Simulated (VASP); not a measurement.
ZnO, 4 atoms in the cell. It takes space group P6_3mc (No. 186, hexagonal). The conventional cell has a = 3.249 Å, b = 3.249 Å, c = 5.206 Å, α = 90.00°, β = 90.00°, γ = 120.00°. Zn (site symmetry 3m) has 4 O at 1.97 to 1.98 Å within 2.6 Å. O (site symmetry 3m) has 4 Zn at 1.97 to 1.98 Å within 2.6 Å. 

| Property | Result |
| --- | --- |
| Program | VASP 6.6.1 |
| Task | single point |
| Functional | revPBE |
| Dispersion | D4 |
| Potentials or basis | VASP PAW PBE potentials, release 64 (Zn, O_h) |
| Cutoff | 1340 eV |
| k mesh | 9 × 9 × 5 |
| Occupations | fermi-dirac, width 0.05 eV |
| Spin | no spin polarisation |
| Dipole correction | no |
| Further INCAR settings | ALGO = Normal; EDIFF = 1e-06; NBANDS = 26 |

Potentials or basis: VASP PAW PBE potentials, release 64 (Zn, O_h).

The run is started by

```console
$ cat potpaw_PBE.64/Zn/POTCAR potpaw_PBE.64/O_h/POTCAR > POTCAR
$ mpirun -np 1 vasp_std > vasp.out
```

Hardware: 1 thread of Intel(R) Xeon(R) Platinum 8559C (Emerald Rapids) (shared host).

Task: How long does it take, and how much memory?

Result: It took 100 s on 1 thread of Intel(R) Xeon(R) Platinum 8559C (Emerald Rapids), with other jobs on the host, peak memory 0.4 GiB. Counts: scf iterations 15, k points 36.
